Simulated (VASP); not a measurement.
# SrO (Fm-3m) in VASP: notebook, part 2 of 2

VASP 6.6.1.

## Step 3: Single point, PBE

INCAR

```
PREC     = Accurate       # precision mode
ENCUT    = 520            # plane-wave cutoff, eV
EDIFF    = 1E-6           # SCF threshold, eV
ISMEAR   = 0              # smearing method
SIGMA    = 0.05           # smearing width, eV
LREAL    = False          # projectors in reciprocal space
LASPH    = True           # aspherical terms in the spheres
NELM     = 80             # most SCF steps
ALGO     = Normal         # electronic algorithm
ISIF     = 2              # what is computed and relaxed
LWAVE    = False          # write WAVECAR
LCHARG   = False          # write CHGCAR
GGA      = PE             # functional
NBANDS   = 15             # bands
```

KPOINTS

```
regular mesh
0
Gamma
  12 12 12
```

POSCAR

```
SrO
1.0
    0.0000000000      2.5697984671      2.5697984671
    2.5697984671      0.0000000000      2.5697984671
    2.5697984671      2.5697984671      0.0000000000
Sr O
1 1
Direct
    0.5000000000      0.5000000000      0.5000000000
    0.0000000000      0.0000000000      0.0000000000
```

Potentials or basis: VASP PAW PBE potentials, release 64 (Sr_sv, O).

Launch:

```console
cat potpaw_PBE.64/Sr_sv/POTCAR potpaw_PBE.64/O/POTCAR > POTCAR
mpirun -np 1 vasp_std > vasp.out
```

OUTCAR:

```text
PREC = Accurate
   ENCUT = 520
   EDIFF = 1E-6
   ISMEAR = 0
   LREAL = False
   LASPH = True
   NELM = 80
   ISIF = 2
   GGA = PE

 ion  position               nearest neighbor table
   1  0.500  0.500  0.500-   2 2.57   2 2.57   2 2.57   2 2.57   2 2.57   2 2.57
   2  0.000  0.000  0.000-   1 2.57   1 2.57   1 2.57   1 2.57   1 2.57   1 2.57

  LATTYP: Found a face centered cubic cell.
 ALAT       =     5.1395969342

  Lattice vectors:

 A1 = (   0.0000000000,   2.5697984671,   2.5697984671)
 A2 = (   2.5697984671,   0.0000000000,   2.5697984671)
 A3 = (   2.5697984671,   2.5697984671,   0.0000000000)

Analysis of symmetry for initial positions (statically):
=====================================================================
 Subroutine PRICEL returns:
 Original cell was already a primitive cell.

 Routine SETGRP: Setting up the symmetry group for a
 face centered cubic supercell.

 Subroutine GETGRP returns: Found 48 space group operations
 (whereof 48 operations were pure point group operations)
 out of a pool of 48 trial point group operations.

The static configuration has the point symmetry O_h .

Analysis of symmetry for dynamics (positions and initial velocities):
=====================================================================
 Subroutine PRICEL returns:
 Original cell was already a primitive cell.

 Routine SETGRP: Setting up the symmetry group for a
 face centered cubic supercell.

 Subroutine GETGRP returns: Found 48 space group operations
 (whereof 48 operations were pure point group operations)
 out of a pool of 48 trial point group operations.

The dynamic configuration has the point symmetry O_h .

 Subroutine INISYM returns: Found 48 space group operations
 (whereof 48 operations are pure point group operations),
 and found     1 'primitive' translations

----------------------------------------------------------------------------------------

                                     Primitive cell

  volume of cell :      33.9412

  direct lattice vectors                    reciprocal lattice vectors
     0.000000000  2.569798467  2.569798467    -0.194567787  0.194567787  0.194567787
     2.569798467  0.000000000  2.569798467     0.194567787 -0.194567787  0.194567787
     2.569798467  2.569798467  0.000000000     0.194567787  0.194567787 -0.194567787

  length of vectors
     3.634243845  3.634243845  3.634243845     0.337001292  0.337001292  0.337001292

  position of ions in fractional coordinates (direct lattice)
     0.500000000  0.500000000  0.500000000
     0.000000000  0.000000000  0.000000000

  ion indices of the primitive-cell ions
   primitive index   ion index
                 1           1
                 2           2

----------------------------------------------------------------------------------------

 KPOINTS: regular mesh

Automatic generation of k-mesh.
 Grid dimensions read from file:
 generate k-points for:   12   12   12

 Generating k-lattice:

  Cartesian coordinates                     Fractional coordinates (reciprocal lattice)
    -0.016213982  0.016213982  0.016213982     0.083333333  0.000000000  0.000000000
     0.016213982 -0.016213982  0.016213982     0.000000000  0.083333333  0.000000000
     0.016213982  0.016213982 -0.016213982     0.000000000  0.000000000  0.083333333

  Length of vectors
     0.028083441  0.028083441  0.028083441

  Shift w.r.t. Gamma in fractional coordinates (k-lattice)
     0.000000000  0.000000000  0.000000000

 Subroutine IBZKPT returns following result:
 ===========================================

 Found     72 irreducible k-points:

 Following reciprocal coordinates:
            Coordinates               Weight
  0.000000  0.000000  0.000000      1.000000
  0.083333  0.000000  0.000000      8.000000
  0.166667  0.000000  0.000000      8.000000
  0.250000  0.000000  0.000000      8.000000
  0.333333  0.000000  0.000000      8.000000
  0.416667  0.000000  0.000000      8.000000
[... 16 lines left out ...]
  0.500000  0.166667  0.000000     24.000000
 -0.416667  0.166667  0.000000     24.000000
 [... further k-points ...]
   k-points           NKPTS =     72   k-points in BZ     NKDIM =     72   number of bands    NBANDS=     15
   number of dos      NEDOS =    301   number of ions     NIONS =      2
   total plane-waves  NPLWV =  21952
   dimension x,y,z NGX =    28 NGY =   28 NGZ =   28
   dimension x,y,z NGXF=    56 NGYF=   56 NGZF=   56
   ions per type =               1   1
   NGX,Y,Z   is equivalent  to a cutoff of  12.81, 12.81, 12.81 a.u.
   NGXF,Y,Z  is equivalent  to a cutoff of  25.62, 25.62, 25.62 a.u.
 SYSTEM =  unknown system
   PREC   = accura    normal or accurate (medium, high low for compatibility)
   ISTART =      0    job   : 0-new  1-cont  2-samecut
   ICHARG =      2    charge: 1-file 2-atom 10-const
   ISPIN  =      1    spin polarized calculation?
   LNONCOLLINEAR =      F non collinear calculations
   LSORBIT =      F    spin-orbit coupling
   LASPH  =      T    aspherical Exc in radial PAW
   ENCUT  =  520.0 eV  38.22 Ry    6.18 a.u.   6.76  6.76  6.76*2*pi/ulx,y,z
   NELM   =     80;   NELMIN=  2; NELMDL= -5     # of ELM steps
   EDIFF  = 0.1E-05   stopping-criterion for ELM
   LREAL  =      F    real-space projection
   EDIFFG = 0.1E-04   stopping-criterion for IOM
   NSW    =      0    number of steps for IOM
   IBRION =     -1    ionic relax: 0-MD 1-quasi-New 2-CG
   NFREE  =      0    steps in history (QN), initial steepest desc. (CG)
   ISIF   =      2    stress and relaxation
   ISYM   =      2    0-nonsym 1-usesym 2-fastsym
   POTIM  = 0.5000    time-step for ionic-motion
   TEBEG  =    0.0;   TEEND  =   0.0 temperature during run
   PSTRESS=    0.0 pullay stress
   NELECT =      16.0000    total number of electrons
   NUPDOWN=      -1.0000    fix difference up-down
   EMIN   =  10.00;   EMAX   =-10.00  energy-range for DOS
   EFERMI =   0.00;   METHOD = LEGACY
   ISMEAR =     0;   SIGMA  =   0.05  broadening in eV -4-tet -1-fermi 0-gaus
   EFERMI_NEDOS =   21; number of points for ismear=-14 and -15
   IALGO  =     38    algorithm
   IMIX   =      4    mixing-type and parameters
     AMIX     =   0.40;   BMIX     =  1.00
     AMIX_MAG =   1.60;   BMIX_MAG =  1.00
  volume/ion in A,a.u.               =      16.97       114.52
  Fermi-wavevector in a.u.,A,eV,Ry     =   1.274107  2.407712 22.086985  1.623348
  Thomas-Fermi vector in A             =   2.406893
   LORBIT       =      0    0 simple, 1 ext, 2 COOP (PROOUT), +10 PAW based schemes
   GGA     = PE    functional components
   LHFCALC =     F    Hartree Fock is set to
   AEXX    =    0.0000 exact exchange contribution
   IVDW    =     0    specifies the selected vdW correction
   LEPSILON=     F    determine dielectric tensor
   LRPA    =     F    only Hartree local field effects (RPA)
 non-spin polarized calculation
 Gauss-broadening in eV      SIGMA  =   0.05
  energy-cutoff  :      520.00
  volume of cell :       33.94
 maximum number of plane-waves:       941
   NGX = 13   NGY = 13   NGZ = 13

 number of electron      15.9999997 magnetization

 Free energy of the ion-electron system (eV)
  ---------------------------------------------------
  ext. energy  EPLUGINS =         0.00000000
  ---------------------------------------------------
  free energy    TOTEN  =       -12.04033012 eV

  energy without entropy =      -12.04033012  energy(sigma->0) =      -12.04033012

 E-fermi :   1.9663     XC(G=0): -10.0331

 val. band max:        1.6698775956   @ k =   0.0000   0.0000   0.0000
 cond. band min:       4.9338673568   @ k =   0.5000   0.5000   0.0000
 fundamental gap:      3.2639897612
 Fermi energy:         1.9662834284

 k-point     1 :       0.0000    0.0000    0.0000
  band No.  band energies     occupation
      1     -30.7141      2.00000
      2     -13.4226      2.00000
      3     -12.3505      2.00000
      4     -12.3505      2.00000
      5     -12.3505      2.00000
      6       1.6699      2.00000
      7       1.6699      2.00000
      8       1.6699      2.00000
      9       5.6631      0.00000
     10       7.8838      0.00000
     11       7.8838      0.00000
     12       7.8838      0.00000
     13      10.0540      0.00000
     14      10.0540      0.00000
     15      14.3883      0.00000
[... 397 lines left out ...]
 k-point    24 :      -0.4167    0.1667    0.0000
  band No.  band energies     occupation
      1     -30.5624      2.00000
      2     -14.7522      2.00000
      3     -12.6636      2.00000
      4     -12.4755      2.00000
      5     -11.3894      2.00000
      6      -0.1248      2.00000
      7       0.6461      2.00000
      8       0.8160      2.00000
      9       8.1497      0.00000
     10       8.8463      0.00000
     11      10.6754      0.00000
     12      11.0856      0.00000
     13      13.3399      0.00000
     14      14.2047      0.00000
     15      15.4057      0.00000

 [... further k-points ...]
[... 5 lines left out ...]
  --------------------------------------------------------------------------------------
  -------------------------------------------------------------------------------------
  Total        0.7440471      0.7440471      0.7440471      0.0000000      0.0000000      0.0000000
  in kB       35.1223712     35.1223712     35.1223712      0.0000000      0.0000000      0.0000000
  external PRESSURE =      35.1223712 kB  Pullay stress =       0.0000000 kB

 VOLUME and BASIS-vectors are now :
 -----------------------------------------------------------------------------
  energy-cutoff  :      520.00
  volume of cell :       33.94
      direct lattice vectors                 reciprocal lattice vectors
     0.000000000  2.569798467  2.569798467    -0.194567787  0.194567787  0.194567787
     2.569798467  0.000000000  2.569798467     0.194567787 -0.194567787  0.194567787
     2.569798467  2.569798467  0.000000000     0.194567787  0.194567787 -0.194567787

 POSITION                                       TOTAL-FORCE (eV/Angst)
 -----------------------------------------------------------------------------------
      2.56980      2.56980      2.56980         0.000000      0.000000      0.000000
      0.00000      0.00000      0.00000         0.000000     -0.000000      0.000000
 -----------------------------------------------------------------------------------
    total drift:                                0.000000      0.000000      0.000000

  FREE ENERGIE OF THE ION-ELECTRON SYSTEM (eV)
  ---------------------------------------------------
  free  energy   TOTEN  =       -12.0403301200 eV

  energy  without entropy=      -12.0403301200  energy(sigma->0) =      -12.04033012
```

Wall time 46 s (1 thread of AMD EPYC 7R43 (Zen 3), shared host); peak memory 0.14 GiB.

What came out:

```
Free energy            : -12.0403 eV
Pressure               : 3.5 GPa
Band gap on the k mesh : 3.26 eV, indirect (least direct gap 3.35 eV)
```

Levels at points of the mesh, in eV from the valence-band top:
```
           k point  band 5  band 6  band 7  band 8  band 9  band 10  band 11  band 12
(0.00, 0.00, 0.00)  -14.02    0.00    0.00    0.00    3.99     6.21     6.21     6.21
(0.50, 0.00, 0.00)  -12.83   -2.17   -1.14   -1.14    6.56     8.47     8.86     8.86
(0.50, 0.50, 0.00)  -14.39   -0.43   -0.09   -0.09    3.26     7.81    10.18    10.39
```

A k mesh can miss the band edges.
